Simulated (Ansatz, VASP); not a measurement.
## One calculation of PbS, two programs

Contents of INCAR:

```
PREC     = Accurate       # precision mode
ENCUT    = 600            # plane-wave cutoff, eV
EDIFF    = 1E-6           # SCF threshold, eV
ISMEAR   = -1             # smearing method
SIGMA    = 0.05           # smearing width, eV
LREAL    = False          # projectors in reciprocal space
LASPH    = True           # aspherical terms in the spheres
NELM     = 60             # most SCF steps
ALGO     = Normal         # electronic algorithm
ISIF     = 3              # what is computed and relaxed
LWAVE    = False          # write WAVECAR
LCHARG   = False          # write CHGCAR
GGA      = PE             # functional
IBRION   = 2              # ionic algorithm
NSW      = 100            # ionic steps
EDIFFG   = -0.005         # ionic threshold
```

The input KPOINTS:

```
regular mesh
0
Gamma
  12 12 12
```

The input POSCAR:

```
PbS
1.0
    0.0000000000      2.6934405027      2.6934405027
    2.6934405027      0.0000000000      2.6934405027
    2.6934405027      2.6934405027      0.0000000000
Pb S
1 1
Direct
    0.0000000000      0.0000000000      0.0000000000
    0.5000000000      0.5000000000      0.5000000000
```

Input for Ansatz:

```yaml
crystal:
  lattice:
    - [0.0, 2.6934405027, 2.6934405027]
    - [2.6934405027, 0.0, 2.6934405027]
    - [2.6934405027, 2.6934405027, 0.0]
  atoms:
    - { symbol: Pb, position: [0.0, 0.0, 0.0] }
    - { symbol: S, position: [0.5, 0.5, 0.5] }
kpoints:
  mp_grid: { grid: [12, 12, 12] }
scf:
  occupations: { method: fermi_dirac, width: 0.05 }
hamiltonian:
  xc: pbe
  pseudopotentials: { kind: paw }
output:
  forces: true
  stress: true
  write_density: true
  write_potential: true
  elf: true
  volumetric_format: npy
relax:
  f_tol: 0.005
  max_steps: 80
  cell: {}
```

Alike in both runs: task relaxation of cell and atoms; functional PBE; k mesh 12 × 12 × 12; occupations fermi-dirac, width 0.05 eV; no spin polarisation.

|  | VASP | Ansatz |
| --- | --- | --- |
| version | VASP 6.6.1 | Ansatz 0.2.0 |
| potentials or method | VASP PAW PBE potentials, release 64 (Pb_d, S) | PAW with Ansatz's default frozen-core files, scalar-relativistic |
| plane-wave cutoff (eV) | 600 | 420 |
| valence electrons in the cell | 20 | 20 |

|  | VASP | Ansatz | Ansatz less VASP |
| --- | --- | --- | --- |
| relaxed volume (Å³/atom) | 27.09 | 27.12 | +0.027 |
| relaxed cell length with the largest relative difference (Å) | 4.247 | 4.249 | +0.0014 |

Spin-orbit coupling is off throughout. Noted on VASP's run: the volume moved by over 15 % at a fixed basis, so the end points are rough.
